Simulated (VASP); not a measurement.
Write the native input for VASP 6.6.1 that does the following.

- Task: relaxation of the atoms
- Functional: PBEsol
- Potentials or basis: VASP PAW PBE potentials, release 64 (Rh_pv)
- Cutoff: 520 eV
- k mesh: 15 × 10 × 1
- Occupations: fermi-dirac, width 0.08 eV
- Spin: no spin polarisation
- Dipole correction: yes
- Further INCAR settings: ALGO = Normal; EDIFF = 1e-07; IBRION = 2; EDIFFG = -0.01; NSW = 60

The structure of Rh lies in POSCAR:

```
Rh
1.0
    2.6876835183      0.0000000000      0.0000000000
    0.0000000000      4.3368190148      0.0000000000
    0.0000000000      0.0000000000     16.7759000000
Rh
2
Direct
    0.7500000000      0.7500000000      0.4768755358
    0.2500000000      0.2500000000      0.5231244642
```

These files were run (other wordings do the same):

INCAR

```
SYSTEM = Rh
PREC = Accurate ; ENCUT = 520
EDIFF = 1E-7 ; ISMEAR = -1
SIGMA = 0.08 ; LREAL = .FALSE.
LASPH = .TRUE. ; NELM = 60
ALGO = Normal ; ISIF = 2
LWAVE = .FALSE. ; LCHARG = .FALSE.
LDIPOL = .TRUE. ; IDIPOL = 3
DIPOL = 0.5 0.5 0.500 ; GGA = PS
IBRION = 2 ; NSW = 60
EDIFFG = -0.01 ; KPAR = 4
```

KPOINTS

```
regular mesh
0
G
  15 10 1
  0 0 0
```

Potentials or basis: VASP PAW PBE potentials, release 64 (Rh_pv).

Command:

```sh
$ cat potpaw_PBE.64/Rh_pv/POTCAR > POTCAR
$ mpirun -np 4 vasp_std > vasp.out
```

It gave:

| Item | Value |
| --- | --- |
| Energy gained by relaxing | 7.1 meV/atom |
| Ionic steps | 3 |
| Largest force after relaxing | 0.009 eV/Å |
| Band gap on the k mesh | zero (bands 15 and 16 overlap by 1.22 eV) |

Caveat: the PAW data sets were made with another functional, which shifts forces and pressure a little.

Run time: 110 s on 4 MPI ranks on Intel(R) Xeon(R) Platinum 8375C CPU @ 2.90GHz (Ice Lake), with other jobs on the host, peak memory 0.36 GiB a rank.
